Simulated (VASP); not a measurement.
# Cu (Fm-3m) in VASP: further runs

The runs below take Cu through single point, with PBE.

Program: VASP 6.6.1. These are calculated values, not measurements. Logs are shortened: lines on timing, memory, paths and dates and some standing lists are left out, and cuts for length are marked.

### 1 The cell of the first run

It takes space group Fm-3m (No. 225, cubic). The conventional cell has a = 3.672 Å, b = 3.672 Å, c = 3.672 Å, α = 90.00°, β = 90.00°, γ = 90.00°. Cu (site symmetry m-3m) has 12 Cu at 2.60 Å within 3.4 Å.

### 2 Single point, PBE

INCAR

```
SYSTEM = Cu
  PREC = Accurate
  ENCUT = 600
  EDIFF = 1E-6
  ISMEAR = 0
  SIGMA = 0.1
  LREAL = .False.
  LASPH = .True.
  NELM = 120
  ALGO = Normal
  ISIF = 2
  LWAVE = .False.
  LCHARG = .False.
  GGA = PE
  NBANDS = 12
  GGA_COMPAT = .False.
```

KPOINTS

```
Automatic mesh
0
Gamma
  6 6 6
  0 0 0
```

POSCAR

```
Cu
1.0
    0.0000000000      1.8360000000      1.8360000000
    1.8360000000      0.0000000000      1.8360000000
    1.8360000000      1.8360000000      0.0000000000
Cu
1
Direct
    0.0000000000      0.0000000000      0.0000000000
```

Potentials or basis: VASP PAW PBE potentials, release 64 (Cu).

Command:

```bash
cat potpaw_PBE.64/Cu/POTCAR > POTCAR
mpirun -np 1 vasp_std > vasp.out
```

OUTCAR:

```text
SYSTEM = Cu
   PREC = Accurate
   ENCUT = 600
   EDIFF = 1E-6
   ISMEAR = 0
   LREAL = .False.
   LASPH = .True.
   NELM = 120
   ISIF = 2
   GGA = PE

 ion  position               nearest neighbor table
   1  0.000  0.000  0.000-

  LATTYP: Found a face centered cubic cell.
 ALAT       =     3.6720000000

  Lattice vectors:

 A1 = (   0.0000000000,   1.8360000000,   1.8360000000)
 A2 = (   1.8360000000,   0.0000000000,   1.8360000000)
 A3 = (   1.8360000000,   1.8360000000,   0.0000000000)

Analysis of symmetry for initial positions (statically):
=====================================================================
 Subroutine PRICEL returns:
 Original cell was already a primitive cell.

 Routine SETGRP: Setting up the symmetry group for a
 face centered cubic supercell.

 Subroutine GETGRP returns: Found 48 space group operations
 (whereof 48 operations were pure point group operations)
 out of a pool of 48 trial point group operations.

The static configuration has the point symmetry O_h .

Analysis of symmetry for dynamics (positions and initial velocities):
=====================================================================
 Subroutine PRICEL returns:
 Original cell was already a primitive cell.

 Routine SETGRP: Setting up the symmetry group for a
 face centered cubic supercell.

 Subroutine GETGRP returns: Found 48 space group operations
 (whereof 48 operations were pure point group operations)
 out of a pool of 48 trial point group operations.

The dynamic configuration has the point symmetry O_h .

 Subroutine INISYM returns: Found 48 space group operations
 (whereof 48 operations are pure point group operations),
 and found     1 'primitive' translations

----------------------------------------------------------------------------------------

                                     Primitive cell

  volume of cell :      12.3779

  direct lattice vectors                    reciprocal lattice vectors
     0.000000000  1.836000000  1.836000000    -0.272331155  0.272331155  0.272331155
     1.836000000  0.000000000  1.836000000     0.272331155 -0.272331155  0.272331155
     1.836000000  1.836000000  0.000000000     0.272331155  0.272331155 -0.272331155

  length of vectors
     2.596496101  2.596496101  2.596496101     0.471691396  0.471691396  0.471691396

  position of ions in fractional coordinates (direct lattice)
     0.000000000  0.000000000  0.000000000

  ion indices of the primitive-cell ions
   primitive index   ion index
                 1           1

----------------------------------------------------------------------------------------

 KPOINTS: Automatic mesh

Automatic generation of k-mesh.
 Grid dimensions read from file:
 generate k-points for:    6    6    6

 Generating k-lattice:

  Cartesian coordinates                     Fractional coordinates (reciprocal lattice)
    -0.045388526  0.045388526  0.045388526     0.166666667  0.000000000  0.000000000
     0.045388526 -0.045388526  0.045388526     0.000000000  0.166666667  0.000000000
     0.045388526  0.045388526 -0.045388526     0.000000000  0.000000000  0.166666667

  Length of vectors
     0.078615233  0.078615233  0.078615233

  Shift w.r.t. Gamma in fractional coordinates (k-lattice)
     0.000000000  0.000000000  0.000000000

 Subroutine IBZKPT returns following result:
 ===========================================

 Found     16 irreducible k-points:

 Following reciprocal coordinates:
            Coordinates               Weight
  0.000000  0.000000  0.000000      1.000000
  0.166667  0.000000  0.000000      8.000000
  0.333333  0.000000  0.000000      8.000000
  0.500000  0.000000  0.000000      4.000000
  0.166667  0.166667  0.000000      6.000000
  0.333333  0.166667  0.000000     24.000000
[... 8 lines left out ...]
 -0.333333  0.333333  0.166667     24.000000
 -0.333333  0.500000  0.166667     12.000000
   k-points           NKPTS =     16   k-points in BZ     NKDIM =     16   number of bands    NBANDS=     12
   number of dos      NEDOS =    301   number of ions     NIONS =      1
   total plane-waves  NPLWV =  13824
   dimension x,y,z NGX =    24 NGY =   24 NGZ =   24
   dimension x,y,z NGXF=    48 NGYF=   48 NGZF=   48
   ions per type =               1
   NGX,Y,Z   is equivalent  to a cutoff of  15.37, 15.37, 15.37 a.u.
   NGXF,Y,Z  is equivalent  to a cutoff of  30.73, 30.73, 30.73 a.u.
 SYSTEM =  Cu
   PREC   = accura    normal or accurate (medium, high low for compatibility)
   ISTART =      0    job   : 0-new  1-cont  2-samecut
   ICHARG =      2    charge: 1-file 2-atom 10-const
   ISPIN  =      1    spin polarized calculation?
   LNONCOLLINEAR =      F non collinear calculations
   LSORBIT =      F    spin-orbit coupling
   LASPH  =      T    aspherical Exc in radial PAW
   ENCUT  =  600.0 eV  44.10 Ry    6.64 a.u.   5.19  5.19  5.19*2*pi/ulx,y,z
   NELM   =    120;   NELMIN=  2; NELMDL= -5     # of ELM steps
   EDIFF  = 0.1E-05   stopping-criterion for ELM
   LREAL  =      F    real-space projection
   EDIFFG = 0.1E-04   stopping-criterion for IOM
   NSW    =      0    number of steps for IOM
   IBRION =     -1    ionic relax: 0-MD 1-quasi-New 2-CG
   NFREE  =      0    steps in history (QN), initial steepest desc. (CG)
   ISIF   =      2    stress and relaxation
   ISYM   =      2    0-nonsym 1-usesym 2-fastsym
   POTIM  = 0.5000    time-step for ionic-motion
   TEBEG  =    0.0;   TEEND  =   0.0 temperature during run
   PSTRESS=    0.0 pullay stress
   NELECT =      11.0000    total number of electrons
   NUPDOWN=      -1.0000    fix difference up-down
   EMIN   =  10.00;   EMAX   =-10.00  energy-range for DOS
   EFERMI =   0.00;   METHOD = LEGACY
   ISMEAR =     0;   SIGMA  =   0.10  broadening in eV -4-tet -1-fermi 0-gaus
   EFERMI_NEDOS =   21; number of points for ismear=-14 and -15
   IALGO  =     38    algorithm
   IMIX   =      4    mixing-type and parameters
     AMIX     =   0.40;   BMIX     =  1.00
     AMIX_MAG =   1.60;   BMIX_MAG =  1.00
  volume/ion in A,a.u.               =      12.38        83.53
  Fermi-wavevector in a.u.,A,eV,Ry     =   1.573946  2.974326 33.705777  2.477305
  Thomas-Fermi vector in A             =   2.675154
   LORBIT       =      0    0 simple, 1 ext, 2 COOP (PROOUT), +10 PAW based schemes
   GGA     = PE    functional components
   LHFCALC =     F    Hartree Fock is set to
   AEXX    =    0.0000 exact exchange contribution
   IVDW    =     0    specifies the selected vdW correction
   LEPSILON=     F    determine dielectric tensor
   LRPA    =     F    only Hartree local field effects (RPA)
 non-spin polarized calculation
 Gauss-broadening in eV      SIGMA  =   0.10
  energy-cutoff  :      600.00
  volume of cell :       12.38
 maximum number of plane-waves:       432
 NGX is ok and might be reduce to    24
   NGX = 11   NGY = 11   NGZ = 11

 number of electron      11.0000002 magnetization

 Free energy of the ion-electron system (eV)
  ---------------------------------------------------
  ext. energy  EPLUGINS =         0.00000000
  ---------------------------------------------------
  free energy    TOTEN  =        -3.66624733 eV

  energy without entropy =       -3.66028747  energy(sigma->0) =       -3.66326740

 E-fermi :   6.9342     XC(G=0): -12.4569

 val. band max:        6.9116481196   @ k =   0.5000   0.3333   0.1667
 cond. band min:       7.4794008552   @ k =   0.5000   0.1667   0.0000
 fundamental gap:      0.5677527356
 Fermi energy:         6.9341834430

 k-point     1 :       0.0000    0.0000    0.0000
  band No.  band energies     occupation
      1      -1.9819      2.00000
      2       4.1252      2.00000
      3       4.1252      2.00000
      4       4.1252      2.00000
      5       4.8889      2.00000
      6       4.8889      2.00000
      7      29.2358      0.00000
      8      31.5177      0.00000
      9      31.5177      0.00000
     10      31.5177      0.00000
     11      33.9809      0.00000
     12      33.9809      0.00000

 k-point     2 :       0.1667    0.0000    0.0000
  band No.  band energies     occupation
      1      -1.0249      2.00000
      2       3.9649      2.00000
      3       4.2542      2.00000
      4       4.2542      2.00000
      5       4.8657      2.00000
      6       4.8657      2.00000
      7      23.1850      0.00000
      8      29.5787      0.00000
      9      29.8662      0.00000
     10      29.8662      0.00000
     11      35.8582      0.00000
     12      36.4032      0.00000

 k-point     3 :       0.3333    0.0000    0.0000
  band No.  band energies     occupation
      1       1.2948      2.00000
      2       4.1409      2.00000
      3       4.2007      2.00000
      4       4.2007      2.00000
      5       5.1677      2.00000
      6       5.1677      2.00000
      7      15.3259      0.00000
      8      28.4271      0.00000
      9      28.6570      0.00000
     10      28.6570      0.00000
     11      32.9968      0.00000
     12      32.9968      0.00000
[... 166 lines left out ...]
 k-point    15 :      -0.3333    0.3333    0.1667
  band No.  band energies     occupation
      1       3.2872      2.00000
      2       3.3263      2.00000
      3       3.8475      2.00000
      4       4.7594      2.00000
      5       5.3885      2.00000
      6      10.4866      0.00000
      7      11.5972      0.00000
      8      18.4423      0.00000
      9      18.5677      0.00000
     10      31.3470      0.00000
     11      34.0024      0.00000
     12      39.7245      0.00000

 k-point    16 :      -0.3333    0.5000    0.1667
  band No.  band energies     occupation
      1       2.8853      2.00000
      2       3.1925      2.00000
      3       4.3201      2.00000
      4       5.0295      2.00000
      5       5.5511      2.00000
      6      10.9526      0.00000
      7      14.3670      0.00000
      8      15.4578      0.00000
      9      16.6763      0.00000
     10      30.0530      0.00000
     11      32.3048      0.00000
     12      39.6106      0.00000

------------------------ aborting loop because EDIFF is reached ----------------------------------------

  FORCE on cell =-STRESS in cart. coord.  units (eV):
  Direction    XX          YY          ZZ          XY          YZ          ZX
  --------------------------------------------------------------------------------------
  -------------------------------------------------------------------------------------
  Total       -0.2265000     -0.2265000     -0.2265000     -0.0000000     -0.0000000     -0.0000000
  in kB      -29.3177578    -29.3177578    -29.3177578     -0.0000000     -0.0000000     -0.0000000
  external PRESSURE =     -29.3177578 kB  Pullay stress =       0.0000000 kB

 VOLUME and BASIS-vectors are now :
 -----------------------------------------------------------------------------
  energy-cutoff  :      600.00
  volume of cell :       12.38
      direct lattice vectors                 reciprocal lattice vectors
     0.000000000  1.836000000  1.836000000    -0.272331155  0.272331155  0.272331155
     1.836000000  0.000000000  1.836000000     0.272331155 -0.272331155  0.272331155
     1.836000000  1.836000000  0.000000000     0.272331155  0.272331155 -0.272331155

 POSITION                                       TOTAL-FORCE (eV/Angst)
 -----------------------------------------------------------------------------------
      0.00000      0.00000      0.00000        -0.000000      0.000000      0.000000
 -----------------------------------------------------------------------------------
    total drift:                                0.000000      0.000000     -0.000000

  FREE ENERGIE OF THE ION-ELECTRON SYSTEM (eV)
  ---------------------------------------------------
  free  energy   TOTEN  =        -3.6662473298 eV

  energy  without entropy=       -3.6602874677  energy(sigma->0) =       -3.66326740
```

It took 8.7 s on 1 thread of Intel Xeon 8259CL, shared host; peak memory 0.13 GiB.

Results:

```
Free energy : -3.6662 eV
Pressure    : -2.9 GPa
```

Caveat: the k points lie up to 0.49 Å⁻¹ apart.

(Continued in part 2 of 2.)
